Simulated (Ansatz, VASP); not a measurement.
# I in VASP and in Ansatz

```
I
1.0
     3.70633   -2.44199    0.00000
     3.70633    2.44199    0.00000
     0.00000    0.00000    9.98552
I
4
Direct
  0.64930 0.35070 0.38440
  0.14930 0.85070 0.11560
  0.35070 0.64930 0.61560
  0.85070 0.14930 0.88440
```

Change from the starting cell: volume scaled by 1.06.

Alike in both runs: task single point; functional PBE; k mesh 7 × 7 × 3; occupations fermi-dirac, width 0.05 eV; no spin polarisation.

|  | VASP | Ansatz |
| --- | --- | --- |
| version | VASP 6.6.1 | Ansatz 0.2.0 |
| potentials or method | VASP PAW PBE potentials, release 64 (I), cutoff 520 eV | all-electron LAPW, scalar-relativistic |

```tsv
	VASP	Ansatz	Ansatz less VASP
gap on the k mesh at the Fermi level (eV)	1.21	1.22	+0.009
least direct gap on the mesh (eV)	1.27	1.28	+0.011
pressure (GPa)	0.3	0.3	+0.04
traceless stress, the component that is largest in VASP (GPa)	0.59	0.56	-0.030
rms of the force components (eV/Å)	0.213	0.220	+0.0065
```

Atom by atom the forces differ by 0.007 eV/Å (rms over components). Ansatz ran all-electron here, and VASP with PAW potentials.

Spin-orbit coupling is off throughout.
